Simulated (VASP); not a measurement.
A run of VASP 6.6.1 is set up as follows.

The input INCAR:

```
PREC = Accurate
ENCUT = 400
EDIFF = 1E-6
ISMEAR = 0
SIGMA = 0.1
LREAL = F
LASPH = T
NELM = 120
ALGO = Normal
ISIF = 2
LWAVE = F
LCHARG = F
LDIPOL = T
IDIPOL = 3
DIPOL = 0.5 0.5 0.446
GGA = PS
NBANDS = 126
GGA_COMPAT = F
NELMDL = -8
```

File KPOINTS:

```
regular mesh
0
Gamma
  5 5 1
```

POSCAR

```
Mo
1.0
    5.4421036400      0.0000000000      0.0000000000
   -1.8140345400      5.1308645200      0.0000000000
    0.0000000000      0.0000000000     27.5651885522
Mo
16
Direct
    0.2500000000      0.2500000000      0.3264987643
    0.2500000000      0.7500000000      0.3264987643
    0.7500000000      0.2500000000      0.3264987643
    0.7500000000      0.7500000000      0.3264987643
    0.0000000000      0.0000000000      0.4070978660
    0.0000000000      0.5000000000      0.4070978660
    0.5000000000      0.0000000000      0.4070978660
    0.5000000000      0.5000000000      0.4070978660
    0.2512753665      0.2502881009      0.4868462182
    0.2508657334      0.7497561975      0.4870983177
    0.7487246335      0.2497118991      0.4868462182
    0.7491342666      0.7502438025      0.4870983177
   -0.0001268707      0.0032293927      0.5637031626
    0.0001268707      0.4967706073      0.5637031626
    0.4999474475     -0.0014745568      0.5655129197
    0.5000525525      0.5014745568      0.5655129197
```

Potentials or basis: VASP PAW PBE potentials, release 64 (Mo_sv).

Command:

```console
$ cat potpaw_PBE.64/Mo_sv/POTCAR > POTCAR
$ mpirun -np 1 vasp_std > vasp.out
```

Q: What does it give for the band gap on the k mesh?

A: Zero (bands 112 and 113 overlap by 1.61 eV).

Q: Predict the largest force.

A: 0.762 eV/Å.

Forces on the atoms (eV/Å):
```
Mo  -0.009  0.007  0.651
Mo  -0.004  0.017  0.649
Mo   0.009 -0.007  0.651
Mo   0.004 -0.017  0.649
Mo   0.006 -0.011 -0.733
Mo  -0.006  0.011 -0.733
Mo   0.001 -0.007 -0.762
Mo  -0.001  0.007 -0.762
Mo  -0.008 -0.037  0.295
Mo  -0.037  0.000  0.230
Mo   0.008  0.037  0.295
Mo   0.037  0.000  0.230
Mo   0.026 -0.111  0.054
Mo  -0.026  0.111  0.054
Mo  -0.025  0.038 -0.384
Mo   0.025 -0.038 -0.384
```

Caveat: the PAW data sets were made with another functional, which shifts forces and pressure a little.
